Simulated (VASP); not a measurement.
# HC16 (a cell with a defect) in VASP: relaxation of the atoms with PBE+D3(BJ)

Aim: the relaxation of the atoms of HC16 (a cell with a defect) with PBE+D3(BJ).

Everything below comes from runs of VASP 6.6.1. Logs are shortened: lines on timing, memory, paths and dates and some standing lists are left out, and cuts for length are marked.

### 1 The cell of the first run

The cell holds a defect, 17 atoms: a = 5.049 Å, b = 5.049 Å, c = 5.049 Å, α = 60.00°, β = 60.00°, γ = 60.00°.

### 2 Relaxation of the atoms, PBE+D3(BJ)

The input, INCAR:

```
  ALGO = Normal
  EDIFF = 1E-6
  EDIFFG = -0.03
  ENCUT = 520
  GGA = PE
  IBRION = 2
  ISIF = 2
  ISMEAR = 0
  IVDW = 12
  LASPH = True
  LCHARG = False
  LREAL = Auto
  LWAVE = False
  NELECT = 64.0
  NELM = 100
  NSW = 80
  PREC = Accurate
  SIGMA = 0.05
```

The input, KPOINTS:

```
k-points
0
Gamma
  3 3 3
```

The input, POSCAR:

```
HC16
1.0
    0.0000000000      3.5700000000      3.5700000000
    3.5700000000      0.0000000000      3.5700000000
    3.5700000000      3.5700000000      0.0000000000
C H
16 1
Direct
    0.0000000000      0.0000000000      0.0000000000
    0.1250000000      0.1250000000      0.1250000000
    0.0000000000      0.0000000000      0.5000000000
    0.1250000000      0.1250000000      0.6250000000
    0.0000000000      0.5000000000      0.0000000000
    0.1250000000      0.6250000000      0.1250000000
    0.0000000000      0.5000000000      0.5000000000
    0.1250000000      0.6250000000      0.6250000000
    0.5000000000      0.0000000000      0.0000000000
    0.6250000000      0.1250000000      0.1250000000
    0.5000000000      0.0000000000      0.5000000000
    0.6250000000      0.1250000000      0.6250000000
    0.5000000000      0.5000000000      0.0000000000
    0.6250000000      0.6250000000      0.1250000000
    0.5000000000      0.5000000000      0.5000000000
    0.6250000000      0.6250000000      0.6250000000
    0.8095116000      0.5528087000      0.8317991000
```

Potentials or basis: VASP PAW PBE potentials, release 64 (C, H).

Run with:

```
$ cat potpaw_PBE.64/C/POTCAR potpaw_PBE.64/H/POTCAR > POTCAR
$ mpirun -np 1 vasp_std > vasp.out
```

OUTCAR:

```text
EDIFF = 1E-6
   EDIFFG = -0.03
   ENCUT = 520
   GGA = PE
   IBRION = 2
   ISIF = 2
   ISMEAR = 0
   IVDW = 12
   LASPH = True
   LREAL = Auto
   NELECT = 64.0
   NELM = 100
   NSW = 80
   PREC = Accurate
 IVDW          = 12

 ion  position               nearest neighbor table
   1  0.000  0.000  0.000-   2 1.55   4 1.55   6 1.55  10 1.55
   2  0.125  0.125  0.125-   1 1.55   3 1.55   5 1.55   9 1.55
   3  0.000  0.000  0.500-   2 1.55   4 1.55   8 1.55  12 1.55
   4  0.125  0.125  0.625-   1 1.55   3 1.55   7 1.55  11 1.55
   5  0.000  0.500  0.000-  17 1.43   6 1.55   8 1.55  14 1.55   2 1.55
   6  0.125  0.625  0.125-   1 1.55   5 1.55   7 1.55  13 1.55
   7  0.000  0.500  0.500-   4 1.55   6 1.55   8 1.55  16 1.55
   8  0.125  0.625  0.625-   3 1.55   5 1.55   7 1.55  15 1.55
   9  0.500  0.000  0.000-   2 1.55  10 1.55  12 1.55  14 1.55
  10  0.625  0.125  0.125-   1 1.55   9 1.55  11 1.55  13 1.55
  11  0.500  0.000  0.500-   4 1.55  10 1.55  12 1.55  16 1.55
  12  0.625  0.125  0.625-   3 1.55   9 1.55  11 1.55  15 1.55
  13  0.500  0.500  0.000-  17 1.45  10 1.55  14 1.55  16 1.55   6 1.55
  14  0.625  0.625  0.125-  17 1.42   9 1.55  13 1.55  15 1.55   5 1.55
  15  0.500  0.500  0.500-   8 1.55  12 1.55  14 1.55  16 1.55
  16  0.625  0.625  0.625-   7 1.55  11 1.55  13 1.55  15 1.55
  17  0.810  0.553  0.832-  14 1.42   5 1.43  13 1.45

  LATTYP: Found a face centered cubic cell.
 ALAT       =     7.1400000000

  Lattice vectors:

 A1 = (   0.0000000000,   3.5700000000,   3.5700000000)
 A2 = (   3.5700000000,   0.0000000000,   3.5700000000)
 A3 = (   3.5700000000,   3.5700000000,   0.0000000000)

Analysis of symmetry for initial positions (statically):
=====================================================================
 Subroutine PRICEL returns:
 Original cell was already a primitive cell.

 Routine SETGRP: Setting up the symmetry group for a
 face centered cubic supercell.

 Subroutine GETGRP returns: Found  1 space group operations
 (whereof  1 operations were pure point group operations)
 out of a pool of 48 trial point group operations.

The static configuration has the point symmetry C_1 .

Analysis of symmetry for dynamics (positions and initial velocities):
=====================================================================
 Subroutine PRICEL returns:
 Original cell was already a primitive cell.

 Routine SETGRP: Setting up the symmetry group for a
 face centered cubic supercell.

 Subroutine GETGRP returns: Found  1 space group operations
 (whereof  1 operations were pure point group operations)
 out of a pool of 48 trial point group operations.

The dynamic configuration has the point symmetry C_1 .

 Subroutine INISYM returns: Found  1 space group operations
 (whereof  1 operations are pure point group operations),
 and found     1 'primitive' translations

----------------------------------------------------------------------------------------

                                     Primitive cell

  volume of cell :      90.9986

  direct lattice vectors                    reciprocal lattice vectors
     0.000000000  3.570000000  3.570000000    -0.140056022  0.140056022  0.140056022
     3.570000000  0.000000000  3.570000000     0.140056022 -0.140056022  0.140056022
     3.570000000  3.570000000  0.000000000     0.140056022  0.140056022 -0.140056022

  length of vectors
     5.048742418  5.048742418  5.048742418     0.242584147  0.242584147  0.242584147

  position of ions in fractional coordinates (direct lattice)
     0.000000000  0.000000000  0.000000000
     0.125000000  0.125000000  0.125000000
     0.000000000  0.000000000  0.500000000
     0.125000000  0.125000000  0.625000000
     0.000000000  0.500000000  0.000000000
     0.125000000  0.625000000  0.125000000
[... 9 lines left out ...]
     0.625000000  0.625000000  0.625000000
     0.809511600  0.552808700  0.831799100

  ion indices of the primitive-cell ions
   primitive index   ion index
                 1           1
                 2           2
                 3           3
                 4           4
                 5           5
                 6           6
[... 9 lines left out ...]
                16          16
                17          17

----------------------------------------------------------------------------------------

 KPOINTS: k-points

Automatic generation of k-mesh.
 Grid dimensions read from file:
 generate k-points for:    3    3    3

 Generating k-lattice:

  Cartesian coordinates                     Fractional coordinates (reciprocal lattice)
    -0.046685341  0.046685341  0.046685341     0.333333333  0.000000000  0.000000000
     0.046685341 -0.046685341  0.046685341     0.000000000  0.333333333  0.000000000
     0.046685341  0.046685341 -0.046685341     0.000000000  0.000000000  0.333333333

  Length of vectors
     0.080861382  0.080861382  0.080861382

  Shift w.r.t. Gamma in fractional coordinates (k-lattice)
     0.000000000  0.000000000  0.000000000

 Subroutine IBZKPT returns following result:
 ===========================================

 Found     14 irreducible k-points:

 Following reciprocal coordinates:
            Coordinates               Weight
  0.000000  0.000000  0.000000      1.000000
  0.333333  0.000000  0.000000      2.000000
  0.000000  0.333333  0.000000      2.000000
  0.000000  0.000000  0.333333      2.000000
  0.333333  0.333333  0.333333      2.000000
  0.333333  0.333333  0.000000      2.000000
  0.000000  0.333333  0.333333      2.000000
  0.333333  0.000000  0.333333      2.000000
 -0.333333  0.333333  0.000000      2.000000
  0.000000 -0.333333  0.333333      2.000000
  0.333333  0.000000 -0.333333      2.000000
  0.333333  0.333333 -0.333333      2.000000
 -0.333333  0.333333 -0.333333      2.000000
  0.333333 -0.333333 -0.333333      2.000000
   k-points           NKPTS =     14   k-points in BZ     NKDIM =     14   number of bands    NBANDS=     41
   number of dos      NEDOS =    301   number of ions     NIONS =     17
   total plane-waves  NPLWV =  64000
   dimension x,y,z NGX =    40 NGY =   40 NGZ =   40
   dimension x,y,z NGXF=    80 NGYF=   80 NGZF=   80
   ions per type =              16   1
   NGX,Y,Z   is equivalent  to a cutoff of  13.17, 13.17, 13.17 a.u.
   NGXF,Y,Z  is equivalent  to a cutoff of  26.34, 26.34, 26.34 a.u.
 SYSTEM =  unknown system
   PREC   = accura    normal or accurate (medium, high low for compatibility)
   ISTART =      0    job   : 0-new  1-cont  2-samecut
   ICHARG =      2    charge: 1-file 2-atom 10-const
   ISPIN  =      1    spin polarized calculation?
   LNONCOLLINEAR =      F non collinear calculations
   LSORBIT =      F    spin-orbit coupling
   LASPH  =      T    aspherical Exc in radial PAW
   ENCUT  =  520.0 eV  38.22 Ry    6.18 a.u.   9.39  9.39  9.39*2*pi/ulx,y,z
   NELM   =    100;   NELMIN=  2; NELMDL= -5     # of ELM steps
   EDIFF  = 0.1E-05   stopping-criterion for ELM
   LREAL  =      T    real-space projection
   EDIFFG = -.3E-01   stopping-criterion for IOM
   NSW    =     80    number of steps for IOM
   IBRION =      2    ionic relax: 0-MD 1-quasi-New 2-CG
   NFREE  =      1    steps in history (QN), initial steepest desc. (CG)
   ISIF   =      2    stress and relaxation
   ISYM   =      2    0-nonsym 1-usesym 2-fastsym
   POTIM  = 0.5000    time-step for ionic-motion
   TEBEG  =    0.0;   TEEND  =   0.0 temperature during run
   PSTRESS=    0.0 pullay stress
   NELECT =      64.0000    total number of electrons
   NUPDOWN=      -1.0000    fix difference up-down
   EMIN   =  10.00;   EMAX   =-10.00  energy-range for DOS
   EFERMI =   0.00;   METHOD = LEGACY
   ISMEAR =     0;   SIGMA  =   0.05  broadening in eV -4-tet -1-fermi 0-gaus
   EFERMI_NEDOS =   21; number of points for ismear=-14 and -15
   IALGO  =     38    algorithm
   IMIX   =      4    mixing-type and parameters
     AMIX     =   0.40;   BMIX     =  1.00
     AMIX_MAG =   1.60;   BMIX_MAG =  1.00
  volume/ion in A,a.u.               =       5.35        36.12
  Fermi-wavevector in a.u.,A,eV,Ry     =   1.455872  2.751200 28.838420  2.119564
  Thomas-Fermi vector in A             =   2.572856
   LORBIT       =      0    0 simple, 1 ext, 2 COOP (PROOUT), +10 PAW based schemes
   GGA     = PE    functional components
   LHFCALC =     F    Hartree Fock is set to
   AEXX    =    0.0000 exact exchange contribution
   IVDW    =    12    specifies the selected vdW correction
   LEPSILON=     F    determine dielectric tensor
   LRPA    =     F    only Hartree local field effects (RPA)
 conjugate gradient relaxation of ions
 non-spin polarized calculation
 Gauss-broadening in eV      SIGMA  =   0.05
  energy-cutoff  :      520.00
  volume of cell :       91.00
 maximum number of plane-waves:      2453
 NGX is ok and might be reduce to    40
   NGX = 19   NGY = 19   NGZ = 19

--------------------------------------- Ionic step        1  -------------------------------------------

 number of electron      63.9999994 magnetization

 Free energy of the ion-electron system (eV)
  ---------------------------------------------------
  ext. energy  EPLUGINS =         0.00000000
  ---------------------------------------------------
  free energy    TOTEN  =      -154.77131700 eV

  energy without entropy =     -154.77131700  energy(sigma->0) =     -154.77131700

------------------------ aborting loop because EDIFF is reached ----------------------------------------

 Edisp (eV)   -3.23160

 E8    (eV) :    -0.9201

  FORCE on cell =-STRESS in cart. coord.  units (eV):
  Direction    XX          YY          ZZ          XY          YZ          ZX
  --------------------------------------------------------------------------------------
  -------------------------------------------------------------------------------------
  Total     -10.92902   -10.86066   -10.86351     0.69837     0.75435    -0.71167
  in kB    -192.42311  -191.21949  -191.26962    12.29596    13.28149   -12.53018
  external pressure =     -191.64 kB  Pullay stress =        0.00 kB
[... 142 lines left out ...]
  FREE ENERGIE OF THE ION-ELECTRON SYSTEM (eV)
  ---------------------------------------------------
  free  energy   TOTEN  =      -158.2097052183 eV

  energy  without entropy=     -158.2097052183  energy(sigma->0) =     -158.20970522

[... ionic steps 4 to 51 ...]

--------------------------------------- Ionic step       52  -------------------------------------------

 number of electron      64.0000000 magnetization

------------------------ aborting loop because EDIFF is reached ----------------------------------------

 Edisp (eV)   -3.23253

 E8    (eV) :    -0.9204
[... 99 lines left out ...]
  energy  without entropy=     -158.4600248699  energy(sigma->0) =     -158.46002487

--------------------------------------- Ionic step       54  -------------------------------------------

 number of electron      64.0000000 magnetization

 Free energy of the ion-electron system (eV)
  ---------------------------------------------------
  ext. energy  EPLUGINS =         0.00000000
  ---------------------------------------------------
  free energy    TOTEN  =      -155.22761713 eV

  energy without entropy =     -155.22761713  energy(sigma->0) =     -155.22761713

 E-fermi :  10.1656     XC(G=0): -13.2422

 val. band max:        9.8931653760   @ k =   0.0000   0.0000   0.0000
 cond. band min:      12.4967045832   @ k =   0.0000   0.0000   0.0000
 fundamental gap:      2.6035392072
 Fermi energy:        10.1655804108

 k-point     1 :       0.0000    0.0000    0.0000
  band No.  band energies     occupation
      1     -11.9891      2.00000
      2      -6.9362      2.00000
      3      -6.0141      2.00000
      4      -5.9361      2.00000
      5      -5.8832      2.00000
      6      -4.7868      2.00000
[... 653 lines left out ...]
  FREE ENERGIE OF THE ION-ELECTRON SYSTEM (eV)
  ---------------------------------------------------
  free  energy   TOTEN  =      -158.4601360078 eV

  energy  without entropy=     -158.4601360078  energy(sigma->0) =     -158.46013601

 reached required accuracy - stopping structural energy minimisation
```

Wall time 24 min (1 thread of Intel Xeon 6975P-C (Granite Rapids), shared host); peak memory 0.29 GiB.

What came out:

| Quantity | Value |
| --- | --- |
| Free energy | -158.4601 eV |
| Energy gained by relaxing | 26.9 meV/atom |
| Ionic steps | 54 |
| Largest force after relaxing | 0.028 eV/Å |
| Dispersion energy per atom | -0.190 eV |

Forces on the atoms (eV/Å):
```
C   -0.003 -0.005 -0.001
C   -0.003  0.012 -0.007
C    0.003  0.006  0.005
C   -0.001 -0.002 -0.003
C   -0.006 -0.018 -0.021
C    0.003  0.000 -0.003
C    0.001 -0.001  0.001
C    0.000 -0.002  0.002
C    0.003 -0.002  0.007
C   -0.004  0.002 -0.001
C    0.015 -0.005  0.004
C    0.009  0.009  0.010
C   -0.008 -0.003 -0.002
C   -0.017  0.001  0.001
C    0.009  0.004  0.005
C    0.007  0.000 -0.002
H   -0.008  0.005  0.006
```

The path:
| step | energy change (eV) | largest force (eV/Å) | pressure (GPa) |
| --- | --- | --- | --- |
| 1 | 0.0000 | 2.1015 | -19.16 |
| 3 | -0.2068 | 0.3788 | -19.73 |
| 5 | -0.2181 | 0.4268 | -19.77 |
| 7 | -0.2553 | 0.6491 | -19.60 |
| 9 | -0.2840 | 0.6504 | -19.32 |
| 11 | -0.2905 | 0.5721 | -19.12 |
| 13 | -0.3396 | 0.6070 | -18.00 |
| 15 | -0.3741 | 0.7600 | -17.74 |
| 17 | -0.3978 | 0.4088 | -17.59 |
| 19 | -0.4076 | 0.3360 | -17.56 |
| 21 | -0.4236 | 0.3036 | -17.38 |
| 23 | -0.4292 | 0.3990 | -17.20 |
| 25 | -0.4403 | 0.3158 | -16.90 |
| 27 | -0.4479 | 0.3043 | -16.54 |
| 29 | -0.4510 | 0.1390 | -16.36 |
| 31 | -0.4526 | 0.1033 | -16.17 |
| 33 | -0.4539 | 0.0566 | -15.98 |
| 35 | -0.4544 | 0.0572 | -15.92 |
| 37 | -0.4545 | 0.0486 | -15.89 |
| 39 | -0.4548 | 0.0560 | -15.85 |
| 41 | -0.4551 | 0.0541 | -15.83 |
| 43 | -0.4552 | 0.0678 | -15.81 |
| 45 | -0.4556 | 0.0482 | -15.80 |
| 47 | -0.4557 | 0.0737 | -15.79 |
| 49 | -0.4563 | 0.0668 | -15.79 |
| 51 | -0.4568 | 0.0466 | -15.83 |
| 53 | -0.4571 | 0.0361 | -15.90 |
| 54 | -0.4572 | 0.0284 | -15.92 |

Final structure:
```yaml
crystal:
  lattice:
    - [0.00000, 3.57000, 3.57000]
    - [3.57000, 0.00000, 3.57000]
    - [3.57000, 3.57000, 0.00000]
  atoms:
    - { symbol: C, position: [0.99675, 0.00379, 0.99384] }
    - { symbol: C, position: [0.12644, 0.12184, 0.12167] }
    - { symbol: C, position: [0.00252, 0.99858, 0.49565] }
    - { symbol: C, position: [0.12537, 0.12457, 0.62000] }
    - { symbol: C, position: [0.02995, 0.48773, 0.98914] }
    - { symbol: C, position: [0.11800, 0.63042, 0.12172] }
    - { symbol: C, position: [0.00073, 0.49809, 0.49433] }
    - { symbol: C, position: [0.13700, 0.62424, 0.60993] }
    - { symbol: C, position: [0.49816, 0.00227, 0.99558] }
    - { symbol: C, position: [0.62209, 0.12535, 0.12252] }
    - { symbol: C, position: [0.49937, 0.99909, 0.49565] }
    - { symbol: C, position: [0.62790, 0.12004, 0.61997] }
    - { symbol: C, position: [0.48766, 0.49969, 0.99687] }
    - { symbol: C, position: [0.59476, 0.63646, 0.13240] }
    - { symbol: C, position: [0.50670, 0.49342, 0.49573] }
    - { symbol: C, position: [0.62405, 0.62559, 0.61882] }
    - { symbol: H, position: [0.81206, 0.56163, 0.90799] }
```

Levels at points of the mesh, in eV from the Fermi level:
| k point | band 28 | band 29 | band 30 | band 31 | band 32 | band 33 | band 34 | band 35 | band 36 | band 37 |
| --- | --- | --- | --- | --- | --- | --- | --- | --- | --- | --- |
| (0.00, 0.00, 0.00) | -3.01 | -2.88 | -0.56 | -0.42 | -0.27 | 2.33 | 3.06 | 4.02 | 4.23 | 4.53 |

Caveat: the k points lie up to 0.51 Å⁻¹ apart; the cell carries a net charge on a neutralising background, which shifts energy and pressure; the cell is charged against a uniform background, so pressure and absolute levels hang on convention.
